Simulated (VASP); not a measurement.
# CaO in VASP: a series of runs

The runs below take CaO through electric field gradients, with PBE, RPBE.

Everything below comes from runs of VASP 6.6.1. Logs are shortened: lines on timing, memory, paths and dates and some standing lists are left out, and cuts for length are marked.

### 1 The cell of the first run

It takes space group R-3m (No. 166, trigonal). The conventional cell has a = 3.533 Å, b = 3.533 Å, c = 8.144 Å, α = 90.00°, β = 90.00°, γ = 120.00°. Within 3.2 Å of Ca (site symmetry -3m) lie 6 O at 2.45 Å. O (site symmetry -3m) has 6 Ca at 2.45 Å within 3.2 Å.

### 2 Electric field gradients, PBE (equal xy, yz and zx shear strains of -4 %)

INCAR

```
PREC = Accurate
ENCUT = 520
EDIFF = 1E-8
ISMEAR = -1
SIGMA = 0.03
LREAL = F
LASPH = T
NELM = 80
ALGO = Normal
ISIF = 2
LWAVE = F
LCHARG = F
GGA = PE
LEFG = T
NBANDS = 15
```

KPOINTS

```
Automatic mesh
0
Gamma
  9 9 9
```

POSCAR

```
CaO
1.0
   -0.0979600000      2.4000200000      2.4000200000
    2.4000200000     -0.0979600000      2.4000200000
    2.4000200000      2.4000200000     -0.0979600000
Ca O
1 1
Direct
    0.0000000000      0.0000000000      0.0000000000
    0.5000000000      0.5000000000      0.5000000000
```

Potentials or basis: VASP PAW PBE potentials, release 64 (Ca_sv, O).

Launch:

```console
$ cat potpaw_PBE.64/Ca_sv/POTCAR potpaw_PBE.64/O/POTCAR > POTCAR
$ mpirun -np 1 vasp_std > vasp.out
```

OUTCAR:

```text
PREC = Accurate
   ENCUT = 520
   EDIFF = 1E-8
   ISMEAR = -1
   LREAL = F
   LASPH = T
   NELM = 80
   ISIF = 2
   GGA = PE

 ion  position               nearest neighbor table
   1  0.000  0.000  0.000-   2 2.45   2 2.45   2 2.45   2 2.45   2 2.45   2 2.45
   2  0.500  0.500  0.500-   1 2.45   1 2.45   1 2.45   1 2.45   1 2.45   1 2.45

  LATTYP: Found a trigonal (rhomboedric) cell.
 ALAT       =     3.3955541760
 COS(alpha) =     0.4588014981

  Lattice vectors:

 A1 = (  -0.0979600000,   2.4000200000,   2.4000200000)
 A2 = (   2.4000200000,  -0.0979600000,   2.4000200000)
 A3 = (   2.4000200000,   2.4000200000,  -0.0979600000)

Analysis of symmetry for initial positions (statically):
=====================================================================
 Subroutine PRICEL returns:
 Original cell was already a primitive cell.

 Routine SETGRP: Setting up the symmetry group for a
 trigonal (rhombohedral) supercell.

 Subroutine GETGRP returns: Found 12 space group operations
 (whereof 12 operations were pure point group operations)
 out of a pool of 12 trial point group operations.

The static configuration has the point symmetry D_3d.

Analysis of symmetry for dynamics (positions and initial velocities):
=====================================================================
 Subroutine PRICEL returns:
 Original cell was already a primitive cell.

 Routine SETGRP: Setting up the symmetry group for a
 trigonal (rhombohedral) supercell.

 Subroutine GETGRP returns: Found 12 space group operations
 (whereof 12 operations were pure point group operations)
 out of a pool of 12 trial point group operations.

The dynamic configuration has the point symmetry D_3d.

 Subroutine INISYM returns: Found 12 space group operations
 (whereof 12 operations are pure point group operations),
 and found     1 'primitive' translations

----------------------------------------------------------------------------------------

                                     Primitive cell

  volume of cell :      29.3405

  direct lattice vectors                    reciprocal lattice vectors
    -0.097960000  2.400020000  2.400020000    -0.195991695  0.204331767  0.204331767
     2.400020000 -0.097960000  2.400020000     0.204331767 -0.195991695  0.204331767
[... 137 lines left out ...]
 fundamental gap:      3.5500875152
 Fermi energy:         2.7286362751

 k-point     1 :       0.0000    0.0000    0.0000
  band No.  band energies     occupation
      1     -35.8449      2.00000
      2     -16.6457      2.00000
      3     -16.6394      2.00000
      4     -16.6394      2.00000
      5     -13.3711      2.00000
      6       2.0006      2.00000
      7       2.0006      2.00000
      8       2.1854      2.00000
      9       6.2897      0.00000
     10       7.9059      0.00000
     11       7.9059      0.00000
     12       8.5543      0.00000
     13       9.5627      0.00000
     14       9.5627      0.00000
[... 401 lines left out ...]
      2     -17.1545      2.00000
      3     -16.8377      2.00000
      4     -16.8005      2.00000
      5     -13.0999      2.00000
      6       0.6729      2.00000
      7       1.5818      2.00000
      8       1.7711      2.00000
      9       5.7355      0.00000
     10       9.5743      0.00000
     11      10.5454      0.00000
     12      11.0813      0.00000
     13      11.1643      0.00000
     14      12.6133      0.00000
     15      15.2164      0.00000

 [... further k-points ...]

------------------------ aborting loop because EDIFF is reached ----------------------------------------

  FORCE on cell =-STRESS in cart. coord.  units (eV):
  Direction    XX          YY          ZZ          XY          YZ          ZX
  --------------------------------------------------------------------------------------
  -------------------------------------------------------------------------------------
  Total       -0.6468809     -0.6468809     -0.6468809      0.4906212      0.4906212      0.4906212
  in kB      -35.3237636    -35.3237636    -35.3237636     26.7910003     26.7910003     26.7910003
  external PRESSURE =     -35.3237636 kB  Pullay stress =       0.0000000 kB

 VOLUME and BASIS-vectors are now :
 -----------------------------------------------------------------------------
  energy-cutoff  :      520.00
  volume of cell :       29.34
      direct lattice vectors                 reciprocal lattice vectors
    -0.097960000  2.400020000  2.400020000    -0.195991695  0.204331767  0.204331767
     2.400020000 -0.097960000  2.400020000     0.204331767 -0.195991695  0.204331767
     2.400020000  2.400020000 -0.097960000     0.204331767  0.204331767 -0.195991695

 POSITION                                       TOTAL-FORCE (eV/Angst)
 -----------------------------------------------------------------------------------
      0.00000      0.00000      0.00000        -0.000000      0.000000     -0.000000
      2.35104      2.35104      2.35104         0.000000     -0.000000      0.000000
 -----------------------------------------------------------------------------------
    total drift:                                0.000000      0.000000      0.000000

  FREE ENERGIE OF THE ION-ELECTRON SYSTEM (eV)
  ---------------------------------------------------
  free  energy   TOTEN  =       -12.7647175403 eV

  energy  without entropy=      -12.7647175402  energy(sigma->0) =      -12.76471754

 Electric field gradients (V/A^2)
---------------------------------------------------------------------
 ion       V_xx      V_yy      V_zz      V_xy      V_xz      V_yz
---------------------------------------------------------------------
   1       0.000     0.000    -0.000     5.377     5.377     5.377
   2      -0.000    -0.000     0.000    -2.866    -2.866    -2.866
---------------------------------------------------------------------

 Electric field gradients after diagonalization (V/A^2)
 (convention: |V_zz| > |V_xx| > |V_yy|)
----------------------------------------------------------------------
 ion       V_xx      V_yy      V_zz     asymmetry (V_yy - V_xx)/ V_zz
----------------------------------------------------------------------
   1      -5.377    -5.377    10.754       0.000
   2       2.866     2.866    -5.733       0.000
----------------------------------------------------------------------

           NMR quadrupolar parameters

 Cq : quadrupolar parameter    Cq=e*Q*V_zz/h
 eta: asymmetry parameters     (V_yy - V_xx)/ V_zz
 Q  : nuclear electric quadrupole moment in mb (millibarn)
----------------------------------------------------------------------
 ion       Cq(MHz)       eta       Q (mb)
----------------------------------------------------------------------
   1       0.026       0.000       1.000
   2      -0.014       0.000       1.000
----------------------------------------------------------------------
```

stdout:

```text
POSCAR found type information on POSCAR CaO
 POSCAR found :  2 types and       2 ions
 scaLAPACK will be used
 LDA part: xc-table for (Slater+PW92), standard interpolation
 POSCAR, INCAR and KPOINTS ok, starting setup
 FFT: planning ... GRIDC
 FFT: planning ... GRID_SOFT
 FFT: planning ... GRID
 WAVECAR not read
 entering main loop
ion   1

ion   2
```

Wall time 45 s (1 thread of Intel Xeon Platinum 8259CL at 2.50GHz (Skylake/Cascade Lake), shared host); peak memory 0.18 GiB.

Results:

```
Free energy                             : -12.7647 eV
Pressure                                : -3.5 GPa
Band gap on the k mesh                  : 3.55 eV (least direct gap 3.96 eV)
Largest electric field gradient by atom : Ca +10.8; O -5.7 V/Å²
```

Stress tensor (GPa, compression positive):
```
-3.53  2.68  2.68
 2.68 -3.53  2.68
 2.68  2.68 -3.53
```

Electric field gradients, principal values (V/Å²):
| atom | least | middle | greatest (by size) |
| --- | --- | --- | --- |
| 1 Ca | -5.377 | -5.377 | 10.754 |
| 2 O | 2.866 | 2.866 | -5.733 |

Caveat: the cell differs from its parent crystal (equal xy, yz and zx shear strains of -4 %); the cell stands under tension; without QUAD_EFG the Cq values of the log hold for a quadrupole moment of 1 mb, not for the nuclei.

### 3 Electric field gradients, PBE (equal xy, yz and zx shear strains of -4 %)

INCAR

```
SYSTEM = CaO
ALGO = Normal
EDIFF = 1E-8
ENCUT = 520
GGA = PE
ISIF = 2
ISMEAR = -1
LASPH = .True.
LCHARG = .False.
LEFG = .True.
LREAL = .False.
LWAVE = .False.
NBANDS = 15
NELM = 60
PREC = Accurate
SIGMA = 0.03
```

KPOINTS

```
k-points
0
Gamma
  9 9 9
  0 0 0
```

POSCAR is that of step 2.

Potentials or basis: VASP PAW PBE potentials, release 64 (Ca_sv, O).

Launch:

```console
$ cat potpaw_PBE.64/Ca_sv/POTCAR potpaw_PBE.64/O/POTCAR > POTCAR
$ mpirun -np 1 vasp_std > vasp.out
```

OUTCAR:

```text
SYSTEM = CaO
   EDIFF = 1E-8
   ENCUT = 520
   GGA = PE
   ISIF = 2
   ISMEAR = -1
   LASPH = .True.
   LREAL = .False.
   NELM = 60
   PREC = Accurate

 ion  position               nearest neighbor table
   1  0.000  0.000  0.000-   2 2.45   2 2.45   2 2.45   2 2.45   2 2.45   2 2.45
   2  0.500  0.500  0.500-   1 2.45   1 2.45   1 2.45   1 2.45   1 2.45   1 2.45

  LATTYP: Found a trigonal (rhomboedric) cell.
 ALAT       =     3.3955541760
 COS(alpha) =     0.4588014981

  Lattice vectors:

 A1 = (  -0.0979600000,   2.4000200000,   2.4000200000)
[... 646 lines left out ...]
  free  energy   TOTEN  =       -12.7647175403 eV

  energy  without entropy=      -12.7647175402  energy(sigma->0) =      -12.76471754

 Electric field gradients (V/A^2)
---------------------------------------------------------------------
 ion       V_xx      V_yy      V_zz      V_xy      V_xz      V_yz
---------------------------------------------------------------------
   1       0.000     0.000    -0.000     5.377     5.377     5.377
   2      -0.000    -0.000     0.000    -2.866    -2.866    -2.866
---------------------------------------------------------------------

 Electric field gradients after diagonalization (V/A^2)
 (convention: |V_zz| > |V_xx| > |V_yy|)
----------------------------------------------------------------------
 ion       V_xx      V_yy      V_zz     asymmetry (V_yy - V_xx)/ V_zz
----------------------------------------------------------------------
   1      -5.377    -5.377    10.754       0.000
   2       2.866     2.866    -5.733       0.000
----------------------------------------------------------------------

           NMR quadrupolar parameters

 Cq : quadrupolar parameter    Cq=e*Q*V_zz/h
 eta: asymmetry parameters     (V_yy - V_xx)/ V_zz
 Q  : nuclear electric quadrupole moment in mb (millibarn)
----------------------------------------------------------------------
 ion       Cq(MHz)       eta       Q (mb)
----------------------------------------------------------------------
   1       0.026       0.000       1.000
   2      -0.014       0.000       1.000
----------------------------------------------------------------------
```

OSZICAR:

```text
N       E                     dE             d eps       ncg     rms          rms(c)
DAV:   1     0.125010841102E+03    0.12501E+03   -0.84127E+03  2550   0.109E+03
DAV:   2    -0.898957934597E+01   -0.13400E+03   -0.12456E+03  3175   0.287E+02
DAV:   3    -0.143418053307E+02   -0.53522E+01   -0.53144E+01  3119   0.593E+01
DAV:   4    -0.144767907723E+02   -0.13499E+00   -0.13494E+00  3634   0.858E+00
DAV:   5    -0.144777636344E+02   -0.97286E-03   -0.97286E-03  3050   0.685E-01    0.857E+00
DAV:   6    -0.128569089788E+02    0.16209E+01   -0.53624E+00  2837   0.219E+01    0.377E+00
DAV:   7    -0.127684403154E+02    0.88469E-01   -0.42873E-01  2823   0.661E+00    0.182E+00
DAV:   8    -0.127651935284E+02    0.32468E-02   -0.78668E-02  3320   0.303E+00    0.403E-01
DAV:   9    -0.127640220276E+02    0.11715E-02   -0.43002E-03  2705   0.536E-01    0.114E-01
DAV:  10    -0.127647442619E+02   -0.72223E-03   -0.80563E-04  3216   0.254E-01    0.526E-02
DAV:  11    -0.127647165296E+02    0.27732E-04   -0.46830E-05  3125   0.851E-02    0.572E-03
DAV:  12    -0.127647173895E+02   -0.85992E-06   -0.89595E-06  2893   0.259E-02    0.490E-03
DAV:  13    -0.127647174970E+02   -0.10743E-06   -0.38699E-07  3176   0.747E-03    0.945E-04
DAV:  14    -0.127647175655E+02   -0.68542E-07   -0.78214E-08  4053   0.255E-03    0.211E-04
DAV:  15    -0.127647175431E+02    0.22385E-07   -0.31614E-09  1683   0.517E-04    0.178E-04
DAV:  16    -0.127647175403E+02    0.28606E-08   -0.14105E-09  1408   0.340E-04
   1 F= -.12764718E+02 E0= -.12764718E+02  d E =-.240767E-10
```

stdout:

```text
POSCAR found type information on POSCAR CaO
 POSCAR found :  2 types and       2 ions
 scaLAPACK will be used
 LDA part: xc-table for (Slater+PW92), standard interpolation
 POSCAR, INCAR and KPOINTS ok, starting setup
 FFT: planning ... GRIDC
 FFT: planning ... GRID_SOFT
 FFT: planning ... GRID
 WAVECAR not read
 entering main loop
ion   1

ion   2
```

Run time: 41 s. Hardware: 1 thread of Intel Xeon Platinum 8259CL at 2.50GHz (Skylake/Cascade Lake), shared host; peak memory 0.18 GiB.

Results:

* Free energy: -12.7647 eV
* Pressure: -3.5 GPa
* Band gap on the k mesh: 3.55 eV (least direct gap 3.96 eV)
* Largest electric field gradient by atom: Ca +10.8; O -5.7 V/Å²

Electric field gradients, principal values (V/Å²):
| atom | least | middle | greatest (by size) |
| --- | --- | --- | --- |
| 1 Ca | -5.377 | -5.377 | 10.754 |
| 2 O | 2.866 | 2.866 | -5.733 |

Caveat: the cell differs from its parent crystal (equal xy, yz and zx shear strains of -4 %); the cell stands under tension; without QUAD_EFG the Cq values of the log hold for a quadrupole moment of 1 mb, not for the nuclei.

### 4 Electric field gradients, RPBE

INCAR

```
SYSTEM = CaO
PREC = Accurate
ENCUT = 520
EDIFF = 1E-8
ISMEAR = -1
SIGMA = 0.03
LREAL = .False.
LASPH = .True.
NELM = 100
ALGO = Normal
ISIF = 2
LWAVE = .False.
LCHARG = .False.
GGA = RP
LEFG = .True.
NBANDS = 15
```

KPOINTS

```
regular mesh
0
Gamma
  9 9 9
  0 0 0
```

POSCAR is that of step 3.

Potentials or basis: VASP PAW PBE potentials, release 64 (Ca_sv, O).

Launch:

```console
$ cat potpaw_PBE.64/Ca_sv/POTCAR potpaw_PBE.64/O/POTCAR > POTCAR
$ mpirun -np 1 vasp_std > vasp.out
```

OUTCAR:

```text
SYSTEM = CaO
   PREC = Accurate
   ENCUT = 520
   EDIFF = 1E-8
   ISMEAR = -1
   LREAL = .False.
   LASPH = .True.
   NELM = 100
   ISIF = 2
   GGA = RP

 ion  position               nearest neighbor table
   1  0.000  0.000  0.000-   2 2.45   2 2.45   2 2.45   2 2.45   2 2.45   2 2.45
   2  0.500  0.500  0.500-   1 2.45   1 2.45   1 2.45   1 2.45   1 2.45   1 2.45

  LATTYP: Found a trigonal (rhomboedric) cell.
 ALAT       =     3.3955541760
 COS(alpha) =     0.4588014981

  Lattice vectors:

 A1 = (  -0.0979600000,   2.4000200000,   2.4000200000)
 A2 = (   2.4000200000,  -0.0979600000,   2.4000200000)
 A3 = (   2.4000200000,   2.4000200000,  -0.0979600000)

Analysis of symmetry for initial positions (statically):
=====================================================================
 Subroutine PRICEL returns:
 Original cell was already a primitive cell.

 Routine SETGRP: Setting up the symmetry group for a
[... 623 lines left out ...]
      direct lattice vectors                 reciprocal lattice vectors
    -0.097960000  2.400020000  2.400020000    -0.195991695  0.204331767  0.204331767
     2.400020000 -0.097960000  2.400020000     0.204331767 -0.195991695  0.204331767
     2.400020000  2.400020000 -0.097960000     0.204331767  0.204331767 -0.195991695

 POSITION                                       TOTAL-FORCE (eV/Angst)
 -----------------------------------------------------------------------------------
      0.00000      0.00000      0.00000        -0.000000      0.000000     -0.000000
      2.35104      2.35104      2.35104         0.000000     -0.000000      0.000000
 -----------------------------------------------------------------------------------
    total drift:                                0.000000      0.000000      0.000000

  FREE ENERGIE OF THE ION-ELECTRON SYSTEM (eV)
  ---------------------------------------------------
  free  energy   TOTEN  =       -12.0672403439 eV

  energy  without entropy=      -12.0672403439  energy(sigma->0) =      -12.06724034

 Electric field gradients (V/A^2)
---------------------------------------------------------------------
 ion       V_xx      V_yy      V_zz      V_xy      V_xz      V_yz
---------------------------------------------------------------------
   1      -0.000     0.000    -0.000     5.454     5.454     5.454
   2      -0.000    -0.000     0.000    -2.865    -2.865    -2.865
---------------------------------------------------------------------

 Electric field gradients after diagonalization (V/A^2)
 (convention: |V_zz| > |V_xx| > |V_yy|)
----------------------------------------------------------------------
 ion       V_xx      V_yy      V_zz     asymmetry (V_yy - V_xx)/ V_zz
----------------------------------------------------------------------
   1      -5.454    -5.454    10.909       0.000
   2       2.865     2.865    -5.731       0.000
----------------------------------------------------------------------

           NMR quadrupolar parameters

 Cq : quadrupolar parameter    Cq=e*Q*V_zz/h
 eta: asymmetry parameters     (V_yy - V_xx)/ V_zz
 Q  : nuclear electric quadrupole moment in mb (millibarn)
----------------------------------------------------------------------
 ion       Cq(MHz)       eta       Q (mb)
----------------------------------------------------------------------
   1       0.026       0.000       1.000
   2      -0.014       0.000       1.000
----------------------------------------------------------------------
```

OSZICAR:

```text
N       E                     dE             d eps       ncg     rms          rms(c)
DAV:   1     0.126123823851E+03    0.12612E+03   -0.84223E+03  2550   0.109E+03
DAV:   2    -0.825433871773E+01   -0.13438E+03   -0.12492E+03  3168   0.288E+02
DAV:   3    -0.136201592715E+02   -0.53658E+01   -0.53285E+01  3112   0.595E+01
DAV:   4    -0.137570623441E+02   -0.13690E+00   -0.13685E+00  3621   0.861E+00
DAV:   5    -0.137579881185E+02   -0.92577E-03   -0.92577E-03  3057   0.680E-01    0.862E+00
DAV:   6    -0.121124542512E+02    0.16455E+01   -0.53469E+00  2886   0.219E+01    0.370E+00
DAV:   7    -0.120503780143E+02    0.62076E-01   -0.41268E-01  2760   0.654E+00    0.186E+00
DAV:   8    -0.120676340936E+02   -0.17256E-01   -0.92144E-02  3243   0.324E+00    0.445E-01
DAV:   9    -0.120658910406E+02    0.17431E-02   -0.48013E-03  2634   0.579E-01    0.123E-01
DAV:  10    -0.120672552480E+02   -0.13642E-02   -0.18231E-03  3131   0.342E-01    0.475E-02
DAV:  11    -0.120672359459E+02    0.19302E-04   -0.72591E-05  2995   0.907E-02    0.663E-03
DAV:  12    -0.120672397983E+02   -0.38524E-05   -0.20681E-05  3005   0.355E-02    0.510E-03
DAV:  13    -0.120672402618E+02   -0.46350E-06   -0.12600E-06  2985   0.105E-02    0.706E-04
DAV:  14    -0.120672403801E+02   -0.11826E-06   -0.96649E-08  3169   0.299E-03    0.200E-04
DAV:  15    -0.120672403516E+02    0.28410E-07   -0.58556E-09  2712   0.718E-04    0.204E-04
DAV:  16    -0.120672403389E+02    0.12756E-07   -0.16364E-09  1499   0.464E-04    0.208E-05
DAV:  17    -0.120672403439E+02   -0.49940E-08   -0.27086E-10  1366   0.154E-04
   1 F= -.12067240E+02 E0= -.12067240E+02  d E =-.148287E-10
```

It took 41 s on 1 thread of Intel Xeon Platinum 8259CL at 2.50GHz (Skylake/Cascade Lake), shared host; peak memory 0.18 GiB.

Results:

| Item | Value |
| --- | --- |
| Free energy | -12.0672 eV |
| Pressure | 0.0 GPa |
| Band gap on the k mesh | 3.65 eV (least direct gap 4.07 eV) |
| Largest electric field gradient by atom | Ca +10.9; O -5.7 V/Å² |

Electric field gradients, principal values (V/Å²):
| atom | least | middle | greatest (by size) |
| --- | --- | --- | --- |
| 1 Ca | -5.454 | -5.454 | 10.909 |
| 2 O | 2.865 | 2.865 | -5.731 |

Caveat: without QUAD_EFG the Cq values of the log hold for a quadrupole moment of 1 mb, not for the nuclei; the PAW data sets were made with another functional, which shifts forces and pressure a little. A k mesh can miss the band edges.

(Continued in part 2 of 2.)
